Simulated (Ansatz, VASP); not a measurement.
One calculation of CuO, two programs

```
CELL_PARAMETERS angstrom
2.34465 -1.71340 0.00000
2.34465 1.71340 0.00000
-0.86055 0.00000 5.05944
ATOMIC_POSITIONS crystal
Cu 0.00320 0.49680 0.00000
Cu 0.49680 0.00320 0.50000
O 0.57140 0.40560 0.25370
O 0.40560 0.57140 0.75370
```

Alike in both runs: task single point; functional r2SCAN; k mesh 10 × 10 × 6; occupations gaussian, width 0.02 eV; no spin polarisation; Hubbard terms Cu d U = 4.0 eV.

|  | VASP | Ansatz |
| --- | --- | --- |
| version | VASP 6.6.1 | Ansatz 0.2.0 |
| potentials or method | VASP PAW PBE potentials, release 64 (Cu, O), cutoff 520 eV | scalar-relativistic, plane waves, PAW |
| valence electrons in the cell | 34 | 50 |

```csv
,VASP,Ansatz,Ansatz less VASP
gap on the k mesh at the Fermi level (eV),none,none,-
pressure (GPa),-3.3,0.4,+3.66
"traceless stress, the component that is largest in VASP (GPa)",-1.16,-0.73,+0.436
rms of the force components (eV/Å),0.395,0.440,+0.0452
```

VASP's potentials were made for PBE, not for r2SCAN. The programs project onto different local orbitals, so the same U acts differently, and such runs can settle in different states. Atom by atom the forces differ by 0.047 eV/Å (rms over components). A gap of «none» marks a metal or a gap that the smearing closes. VASP's potentials hold 34 valence electrons a cell and Ansatz's 50, so a difference there can come from the potentials and not from the codes. Ansatz's warnings: filled band counts differ across k points.
